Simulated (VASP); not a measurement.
# Na2S (Fm-3m) in VASP: further runs, part 2 of 2

VASP 6.6.1.

## 4. Single point, PBE-based screened hybrid with 100 % exact exchange

Input file POSCAR:

```
Na2S
1.0
    0.0000000000      3.2554286299      3.2554286299
    3.2554286299      0.0000000000      3.2554286299
    3.2554286299      3.2554286299      0.0000000000
Na S
2 1
Direct
    0.2500000000      0.2500000000      0.2500000000
    0.7500000000      0.7500000000      0.7500000000
    0.0000000000      0.0000000000      0.0000000000
```

Input file INCAR.step1:

```
SYSTEM = Na2S
  PREC = Accurate
  ENCUT = 400
  EDIFF = 1E-5
  ISMEAR = 0
  SIGMA = 0.01
  LREAL = .FALSE.
  LASPH = .TRUE.
  NELM = 120
  ALGO = Normal
  ISIF = 2
  LWAVE = .TRUE.
  GGA = PE
  NBANDS = 17
  GGA_COMPAT = .FALSE.
```

Input file INCAR.step2:

```
SYSTEM = Na2S
  PREC = Accurate
  ENCUT = 400
  EDIFF = 1E-6
  ISMEAR = 0
  SIGMA = 0.01
  LREAL = .FALSE.
  LASPH = .TRUE.
  NELM = 120
  ALGO = Normal
  ISIF = 2
  LWAVE = .FALSE.
  LCHARG = .TRUE.
  GGA = PE
  LHFCALC = .TRUE.
  AEXX = 1.0
  HFSCREEN = 0.1
  PRECFOCK = Normal
  LELF = .TRUE.
  LVHAR = .TRUE.
  ISTART = 1
  NBANDS = 17
  ALDAC = 1.0
  AGGAC = 1.0
  GGA_COMPAT = .FALSE.
```

Input file KPOINTS:

```
regular mesh
0
G
  4 4 4
  0 0 0
```

Potentials or basis: VASP PAW PBE potentials, release 64 (Na_pv, S).

The run is started by

```sh
> cat potpaw_PBE.64/Na_pv/POTCAR potpaw_PBE.64/S/POTCAR > POTCAR
> cp INCAR.step1 INCAR
> mpirun -np 1 vasp_std > vasp.out
> cp INCAR.step2 INCAR
> mpirun -np 1 vasp_std > vasp.out
```

OUTCAR:

```text
SYSTEM = Na2S
   PREC = Accurate
   ENCUT = 400
   EDIFF = 1E-6
   ISMEAR = 0
   LREAL = .FALSE.
   LASPH = .TRUE.
   NELM = 120
   ISIF = 2
   GGA = PE
   LHFCALC = .TRUE.
   AEXX = 1.0
   HFSCREEN = 0.1
   PRECFOCK = Normal
   ISTART = 1

 ion  position               nearest neighbor table
   1  0.250  0.250  0.250-
   2  0.750  0.750  0.750-
   3  0.000  0.000  0.000-

  LATTYP: Found a face centered cubic cell.
 ALAT       =     6.5108572598

  Lattice vectors:

 A1 = (   0.0000000000,   3.2554286299,   3.2554286299)
 A2 = (   3.2554286299,   0.0000000000,   3.2554286299)
 A3 = (   3.2554286299,   3.2554286299,   0.0000000000)

Analysis of symmetry for initial positions (statically):
=====================================================================
 Subroutine PRICEL returns:
 Original cell was already a primitive cell.

 Routine SETGRP: Setting up the symmetry group for a
 face centered cubic supercell.

 Subroutine GETGRP returns: Found 48 space group operations
 (whereof 48 operations were pure point group operations)
[... 154 lines left out ...]

  energy without entropy =      -18.25040720  energy(sigma->0) =      -18.25040720

 E-fermi :  -3.5685     XC(G=0):  -2.0024

 val. band max:       -3.6113040893   @ k =   0.0000   0.0000   0.0000
 cond. band min:       4.5078496319   @ k =   0.0000   0.0000   0.0000
 fundamental gap:      8.1191537212
 Fermi energy:        -3.5684885489

 k-point     1 :       0.0000    0.0000    0.0000
  band No.  band energies     occupation
      1     -35.1432      2.00000
      2     -35.1432      2.00000
      3     -35.1432      2.00000
      4     -35.1015      2.00000
      5     -35.1015      2.00000
      6     -35.1015      2.00000
[... 137 lines left out ...]
      4     -35.1251      2.00000
      5     -35.0927      2.00000
      6     -35.0921      2.00000
[... 9 lines left out ...]
     16      13.9109      0.00000
     17      15.6669      0.00000

------------------------ aborting loop because EDIFF is reached ----------------------------------------

  FORCE on cell =-STRESS in cart. coord.  units (eV):
  Direction    XX          YY          ZZ          XY          YZ          ZX
  --------------------------------------------------------------------------------------
  -------------------------------------------------------------------------------------
  Total       -0.7672469     -0.7672469     -0.7672469     -0.0000000     -0.0000000     -0.0000000
  in kB      -17.8152195    -17.8152195    -17.8152195     -0.0000000     -0.0000000     -0.0000000
  external PRESSURE =     -17.8152195 kB  Pullay stress =       0.0000000 kB

 VOLUME and BASIS-vectors are now :
 -----------------------------------------------------------------------------
  energy-cutoff  :      400.00
  volume of cell :       69.00
      direct lattice vectors                 reciprocal lattice vectors
     0.000000000  3.255428630  3.255428630    -0.153589606  0.153589606  0.153589606
     3.255428630  0.000000000  3.255428630     0.153589606 -0.153589606  0.153589606
     3.255428630  3.255428630  0.000000000     0.153589606  0.153589606 -0.153589606

 POSITION                                       TOTAL-FORCE (eV/Angst)
 -----------------------------------------------------------------------------------
      1.62771      1.62771      1.62771        -0.000000     -0.000000     -0.000000
      4.88314      4.88314      4.88314         0.000000      0.000000      0.000000
      0.00000      0.00000      0.00000        -0.000000      0.000000     -0.000000
 -----------------------------------------------------------------------------------
    total drift:                                0.000000      0.000000      0.000000

  FREE ENERGIE OF THE ION-ELECTRON SYSTEM (eV)
  ---------------------------------------------------
  free  energy   TOTEN  =       -18.2504071966 eV

  energy  without entropy=      -18.2504071966  energy(sigma->0) =      -18.25040720
```

OSZICAR.step1:

```text
N       E                     dE             d eps       ncg     rms          rms(c)
DAV:   1     0.142103800873E+03    0.14210E+03   -0.90683E+03   272   0.995E+02
DAV:   2     0.679231405600E+00   -0.14142E+03   -0.13726E+03   280   0.300E+02
DAV:   3    -0.105603586169E+02   -0.11240E+02   -0.11190E+02   333   0.849E+01
DAV:   4    -0.108133420941E+02   -0.25298E+00   -0.25263E+00   331   0.132E+01
DAV:   5    -0.108171378306E+02   -0.37957E-02   -0.37945E-02   363   0.164E+00    0.370E+00
DAV:   6    -0.100102001257E+02    0.80694E+00   -0.15768E+00   348   0.550E+00    0.298E+00
DAV:   7    -0.995606879832E+01    0.54131E-01   -0.23691E-01   309   0.206E+00    0.194E+00
DAV:   8    -0.996538195550E+01   -0.93132E-02   -0.17206E-02   305   0.107E+00    0.527E-01
DAV:   9    -0.996535740832E+01    0.24547E-04   -0.45702E-04   357   0.157E-01    0.418E-01
DAV:  10    -0.996704024151E+01   -0.16828E-02   -0.33482E-03   281   0.328E-01    0.177E-01
DAV:  11    -0.996707558703E+01   -0.35346E-04   -0.62700E-05   340   0.711E-02    0.628E-02
DAV:  12    -0.996710669180E+01   -0.31105E-04   -0.55673E-05   291   0.473E-02    0.786E-03
DAV:  13    -0.996710648980E+01    0.20199E-06   -0.56138E-06   243   0.114E-02
   1 F= -.99671065E+01 E0= -.99671065E+01  d E =-.340404E-23
```

It took 8.5 min on 1 thread of AMD EPYC 7R43 (Zen 3), shared host; peak memory 0.23 GiB.

What came out:

```yaml
Free_energy: -18.2504 eV
Pressure: -1.8 GPa
Band_gap_on_the_k_mesh: 8.12 eV
```

Levels at points of the mesh, in eV from the valence-band top:
```
           k point  band 6  band 7  band 8  band 9  band 10  band 11  band 12  band 13  band 14  band 15
(0.00, 0.00, 0.00)  -31.49  -14.35    0.00    0.00     0.00     8.12    14.13    14.13    14.13    15.96
(0.50, 0.00, 0.00)  -31.51  -13.99   -2.10   -0.19    -0.19    10.93    12.31    13.24    13.24    18.31
(0.50, 0.50, 0.00)  -31.48  -13.88   -1.87   -0.65    -0.65     9.10    12.24    15.55    16.57    16.57
```

Caveat: the PAW data sets were made with another functional, which shifts forces and pressure a little.

## 5. The runs side by side

```csv
level,share of exact exchange,screening parameter,gap on the mesh (eV),pressure (GPa)
HSE06,0.25,0.2079 1/Å,3.52,0.0
PBE-based screened hybrid with 75 % exact exchange,0.75,0.1 1/Å,6.66,-1.2
PBE-based screened hybrid with 100 % exact exchange,1,0.1 1/Å,8.12,-1.8
```

Alike in all rows: task single point; potentials or basis VASP PAW PBE potentials, release 64 (Na_pv, S); no spin polarisation; cell as given; k mesh 4 × 4 × 4; cutoff (eV) 400; smearing gaussian 0.01 eV.

On the cell as given the gap runs from 3.52 eV (HSE06) to 8.12 eV (PBE-based screened hybrid with 100 % exact exchange). The pressure there spans -1.8 GPa (PBE-based screened hybrid with 100 % exact exchange) to 0.0 GPa (HSE06); a positive pressure means that this level wants a larger cell, a negative one a smaller.

Caveats: the PAW data sets were made with another functional, which shifts forces and pressure a little.

Absolute energies hang on the potentials; compare differences alone.
